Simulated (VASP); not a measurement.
# Se (P1) in VASP: electric field gradients with PBE

Aim: the electric field gradients of Se with PBE.

Everything below comes from runs of VASP 6.6.1. Logs are shortened: lines on timing, memory, paths and dates and some standing lists are left out, and cuts for length are marked.

### 1 The cell of the first run

The typed cell holds 3 atoms: a = 4.356 Å, b = 4.412 Å, c = 4.951 Å, α = 90.62°, β = 91.71°, γ = 121.27°.

### 2 Electric field gradients, PBE (equal xy, yz and zx shear strains of -3 %)

The input, INCAR:

```
SYSTEM = Se
  PREC = Accurate
  ENCUT = 520
  EDIFF = 1E-8
  ISMEAR = -1
  SIGMA = 0.03
  LREAL = .FALSE.
  LASPH = .TRUE.
  NELM = 60
  ALGO = Normal
  ISIF = 2
  LWAVE = .FALSE.
  LCHARG = .FALSE.
  GGA = PE
  LEFG = .TRUE.
  NBANDS = 16
```

The input, KPOINTS:

```
regular mesh
0
G
  8 8 6
  0 0 0
```

The input, POSCAR:

```
Se
1.0
    4.3551696776     -0.0653275452     -0.0653275452
   -2.2341601525      3.8043513512     -0.0239115411
   -0.0742417500     -0.0742417500      4.9494500000
Se
3
Direct
    0.2170000000      0.0000000000      0.1666666667
    0.0000000000      0.2170000000      0.8333333333
    0.7830000000      0.7830000000      0.5000000000
```

Potentials or basis: VASP PAW PBE potentials, release 64 (Se).

On the command line:

```
$ cat potpaw_PBE.64/Se/POTCAR > POTCAR
$ mpirun -np 1 vasp_std > vasp.out
```

OUTCAR:

```text
SYSTEM = Se
   PREC = Accurate
   ENCUT = 520
   EDIFF = 1E-8
   ISMEAR = -1
   LREAL = .FALSE.
   LASPH = .TRUE.
   NELM = 60
   ISIF = 2
   GGA = PE

 ion  position               nearest neighbor table
   1  0.217  0.000  0.167-   2 2.33   3 2.36
   2  0.000  0.217  0.833-   3 2.29   1 2.33
   3  0.783  0.783  0.500-   2 2.29   1 2.36

  LATTYP: Found a triclinic cell.
 ALAT       =     4.2996446414
 B/A-ratio  =     1.0131417463
 C/A-ratio  =     1.1513889900
 COS(alpha) =     0.0297616073
 COS(beta)  =     0.0411893908
 COS(gamma) =     0.4804578458

  Lattice vectors:

 A1 = (   2.1210095251,   3.7390238060,  -0.0892390863)
 A2 = (   4.3551696776,  -0.0653275452,  -0.0653275452)
 A3 = (   0.0742417500,   0.0742417500,  -4.9494500000)

Analysis of symmetry for initial positions (statically):
=====================================================================
 Subroutine PRICEL returns:
 Original cell was already a primitive cell.

 Routine SETGRP: Setting up the symmetry group for a
 triclinic supercell.

 Subroutine GETGRP returns: Found  1 space group operations
 (whereof  1 operations were pure point group operations)
 out of a pool of  2 trial point group operations.

The static configuration has the point symmetry C_1 .

Analysis of symmetry for dynamics (positions and initial velocities):
=====================================================================
 Subroutine PRICEL returns:
 Original cell was already a primitive cell.

 Routine SETGRP: Setting up the symmetry group for a
 triclinic supercell.

 Subroutine GETGRP returns: Found  1 space group operations
 (whereof  1 operations were pure point group operations)
 out of a pool of  2 trial point group operations.

The dynamic configuration has the point symmetry C_1 .

 Subroutine INISYM returns: Found  1 space group operations
 (whereof  1 operations are pure point group operations),
 and found     1 'primitive' translations

----------------------------------------------------------------------------------------

                                     Primitive cell

  volume of cell :      81.2459

  direct lattice vectors                    reciprocal lattice vectors
     4.355169678 -0.065327545 -0.065327545     0.231736830  0.136125475  0.005517935
    -2.234160152  3.804351351 -0.023911541     0.004039408  0.265254489  0.004039408
    -0.074241750 -0.074241750  4.949450000     0.003078198  0.003078198  0.202134997

  length of vectors
     4.356149481  4.411930706  4.950563501     0.268816947  0.265315996  0.202181868

  position of ions in fractional coordinates (direct lattice)
     0.217000000  0.000000000  0.166666667
     0.000000000  0.217000000  0.833333333
     0.783000000  0.783000000  0.500000000

  ion indices of the primitive-cell ions
   primitive index   ion index
                 1           1
                 2           2
                 3           3

----------------------------------------------------------------------------------------

 KPOINTS: regular mesh

Automatic generation of k-mesh.
 Grid dimensions read from file:
 generate k-points for:    8    8    6

 Generating k-lattice:

  Cartesian coordinates                     Fractional coordinates (reciprocal lattice)
     0.028967104  0.017015684  0.000689742     0.125000000  0.000000000  0.000000000
     0.000504926  0.033156811  0.000504926     0.000000000  0.125000000  0.000000000
     0.000513033  0.000513033  0.033689166     0.000000000 -0.000000000  0.166666667

  Length of vectors
     0.033602118  0.033164499  0.033696978

  Shift w.r.t. Gamma in fractional coordinates (k-lattice)
     0.000000000  0.000000000  0.000000000

 Subroutine IBZKPT returns following result:
 ===========================================

 Found    196 irreducible k-points:

 Following reciprocal coordinates:
            Coordinates               Weight
  0.000000  0.000000  0.000000      1.000000
  0.125000 -0.000000  0.000000      2.000000
  0.250000 -0.000000  0.000000      2.000000
  0.375000  0.000000  0.000000      2.000000
  0.500000 -0.000000  0.000000      1.000000
  0.000000  0.125000 -0.000000      2.000000
[... 16 lines left out ...]
  0.125000  0.375000  0.000000      2.000000
  0.250000  0.375000 -0.000000      2.000000
 [... further k-points ...]
   k-points           NKPTS =    196   k-points in BZ     NKDIM =    196   number of bands    NBANDS=     16
   number of dos      NEDOS =    301   number of ions     NIONS =      3
   total plane-waves  NPLWV =  46080
   dimension x,y,z NGX =    32 NGY =   36 NGZ =   40
   dimension x,y,z NGXF=    64 NGYF=   72 NGZF=   80
   ions per type =               3
   NGX,Y,Z   is equivalent  to a cutoff of  12.21, 13.57, 13.43 a.u.
   NGXF,Y,Z  is equivalent  to a cutoff of  24.42, 27.13, 26.86 a.u.
 SYSTEM =  Se
   PREC   = accura    normal or accurate (medium, high low for compatibility)
   ISTART =      0    job   : 0-new  1-cont  2-samecut
   ICHARG =      2    charge: 1-file 2-atom 10-const
   ISPIN  =      1    spin polarized calculation?
   LNONCOLLINEAR =      F non collinear calculations
   LSORBIT =      F    spin-orbit coupling
   LASPH  =      T    aspherical Exc in radial PAW
   ENCUT  =  520.0 eV  38.22 Ry    6.18 a.u.   8.10  8.20  9.20*2*pi/ulx,y,z
   NELM   =     60;   NELMIN=  2; NELMDL= -5     # of ELM steps
   EDIFF  = 0.1E-07   stopping-criterion for ELM
   LREAL  =      F    real-space projection
   EDIFFG = 0.1E-06   stopping-criterion for IOM
   NSW    =      0    number of steps for IOM
   IBRION =     -1    ionic relax: 0-MD 1-quasi-New 2-CG
   NFREE  =      0    steps in history (QN), initial steepest desc. (CG)
   ISIF   =      2    stress and relaxation
   ISYM   =      2    0-nonsym 1-usesym 2-fastsym
   POTIM  = 0.5000    time-step for ionic-motion
   TEBEG  =    0.0;   TEEND  =   0.0 temperature during run
   PSTRESS=    0.0 pullay stress
   NELECT =      18.0000    total number of electrons
   NUPDOWN=      -1.0000    fix difference up-down
   EMIN   =  10.00;   EMAX   =-10.00  energy-range for DOS
   EFERMI =   0.00;   METHOD = LEGACY
   ISMEAR =    -1;   SIGMA  =   0.03  broadening in eV -4-tet -1-fermi 0-gaus
   EFERMI_NEDOS =   21; number of points for ismear=-14 and -15
   IALGO  =     38    algorithm
   IMIX   =      4    mixing-type and parameters
     AMIX     =   0.40;   BMIX     =  1.00
     AMIX_MAG =   1.60;   BMIX_MAG =  1.00
  volume/ion in A,a.u.               =      27.08       182.76
  Fermi-wavevector in a.u.,A,eV,Ry     =   0.990600  1.871963 13.351248  0.981289
  Thomas-Fermi vector in A             =   2.122282
   LORBIT       =      0    0 simple, 1 ext, 2 COOP (PROOUT), +10 PAW based schemes
   GGA     = PE    functional components
   LHFCALC =     F    Hartree Fock is set to
   AEXX    =    0.0000 exact exchange contribution
   IVDW    =     0    specifies the selected vdW correction
   LEPSILON=     F    determine dielectric tensor
   LRPA    =     F    only Hartree local field effects (RPA)
 non-spin polarized calculation
  energy-cutoff  :      520.00
  volume of cell :       81.25
 maximum number of plane-waves:      2205
   NGX = 17   NGY = 17   NGZ = 19

 number of electron      18.0000000 magnetization

 Free energy of the ion-electron system (eV)
  ---------------------------------------------------
  ext. energy  EPLUGINS =         0.00000000
  ---------------------------------------------------
  free energy    TOTEN  =       -10.35183946 eV

  energy without entropy =      -10.35183946  energy(sigma->0) =      -10.35183946

 E-fermi :   3.3122     XC(G=0):  -8.8354

 val. band max:        2.8048156305   @ k =  -0.0000   0.5000   0.5000
 cond. band min:       3.8335729774   @ k =   0.3750   0.3750   0.5000
 fundamental gap:      1.0287573469
 Fermi energy:         3.3121697597

 k-point     1 :       0.0000    0.0000    0.0000
  band No.  band energies     occupation
      1     -13.3951      2.00000
      2      -9.1447      2.00000
      3      -8.9976      2.00000
      4      -1.3149      2.00000
      5      -1.2064      2.00000
      6      -0.9705      2.00000
[... 8 lines left out ...]
     15       9.2220      0.00000
     16      11.0483      0.00000
[... 419 lines left out ...]
 k-point    24 :       0.2500    0.3750   -0.0000
  band No.  band energies     occupation
      1     -12.9125      2.00000
      2      -9.3281      2.00000
      3      -9.2579      2.00000
      4      -2.5199      2.00000
      5      -2.3412      2.00000
      6      -0.3583      2.00000
[... 8 lines left out ...]
     15      11.1248      0.00000
     16      12.1974      0.00000

 [... further k-points ...]
[... 5 lines left out ...]
  --------------------------------------------------------------------------------------
  -------------------------------------------------------------------------------------
  Total        2.0480036      2.8580053      3.9230402     -0.1806159      0.8767993      0.4198606
  in kB       40.3868286     56.3601406     77.3627304     -3.5617633     17.2905668      8.2796916
  external PRESSURE =      58.0365666 kB  Pullay stress =       0.0000000 kB

 VOLUME and BASIS-vectors are now :
 -----------------------------------------------------------------------------
  energy-cutoff  :      520.00
  volume of cell :       81.25
      direct lattice vectors                 reciprocal lattice vectors
     4.355169678 -0.065327545 -0.065327545     0.231736830  0.136125475  0.005517935
    -2.234160152  3.804351351 -0.023911541     0.004039408  0.265254489  0.004039408
    -0.074241750 -0.074241750  4.949450000     0.003078198  0.003078198  0.202134997

 POSITION                                       TOTAL-FORCE (eV/Angst)
 -----------------------------------------------------------------------------------
      0.93270     -0.02655      0.81073         1.013645     -0.073187      0.249551
     -0.54668      0.76368      4.11935        -0.570092      1.245939      0.282922
      1.62363      2.89053      2.40485        -0.443553     -1.172752     -0.532473
 -----------------------------------------------------------------------------------
    total drift:                                0.000005      0.000080      0.000013

  FREE ENERGIE OF THE ION-ELECTRON SYSTEM (eV)
  ---------------------------------------------------
  free  energy   TOTEN  =       -10.3518394576 eV

  energy  without entropy=      -10.3518394571  energy(sigma->0) =      -10.35183946

 Electric field gradients (V/A^2)
---------------------------------------------------------------------
 ion       V_xx      V_yy      V_zz      V_xy      V_xz      V_yz
---------------------------------------------------------------------
   1     159.167  -346.644   187.476   -17.980   -10.287  -333.714
   2    -217.957     8.036   209.921  -218.235   256.019   139.352
   3    -223.288    34.182   189.106   210.383  -288.630   147.285
---------------------------------------------------------------------

 Electric field gradients after diagonalization (V/A^2)
 (convention: |V_zz| > |V_xx| > |V_yy|)
----------------------------------------------------------------------
 ion       V_xx      V_yy      V_zz     asymmetry (V_yy - V_xx)/ V_zz
----------------------------------------------------------------------
   1     347.846   159.796  -507.642       0.370
   2     334.622   139.984  -474.606       0.410
   3     343.141   151.455  -494.595       0.388
----------------------------------------------------------------------

           NMR quadrupolar parameters

 Cq : quadrupolar parameter    Cq=e*Q*V_zz/h
 eta: asymmetry parameters     (V_yy - V_xx)/ V_zz
 Q  : nuclear electric quadrupole moment in mb (millibarn)
----------------------------------------------------------------------
 ion       Cq(MHz)       eta       Q (mb)
----------------------------------------------------------------------
   1      -1.227       0.370       1.000
   2      -1.148       0.410       1.000
   3      -1.196       0.388       1.000
----------------------------------------------------------------------
```

Wall time 5.9 min (1 thread of Intel Xeon 8259CL, shared host); peak memory 0.34 GiB.

Results:

| Property | Result |
| --- | --- |
| Free energy | -10.3518 eV |
| Pressure | 5.8 GPa |
| Largest force | 1.399 eV/Å |
| Band gap on the k mesh | 1.03 eV (least direct gap 1.14 eV) |
| Largest electric field gradient by atom | Se -507.6, -474.6, -494.6 V/Å² |

Forces in eV/Å, atoms in the order of the input:
```
Se   1.014 -0.073  0.250
Se  -0.570  1.246  0.283
Se  -0.444 -1.173 -0.532
```

Electric field gradients, principal values (V/Å²):
```
atom    least   middle  greatest (by size)
1 Se  159.796  347.846            -507.642
2 Se  139.984  334.622            -474.606
3 Se  151.455  343.141            -494.595
```

Caveat: the cell differs from its parent crystal (equal xy, yz and zx shear strains of -3 %); the cell stands under pressure; without QUAD_EFG the Cq values of the log hold for a quadrupole moment of 1 mb, not for the nuclei; forces of over 1 eV/Å act on the atoms, so gaps and moduli don't describe the material at rest. A k mesh can miss the band edges.
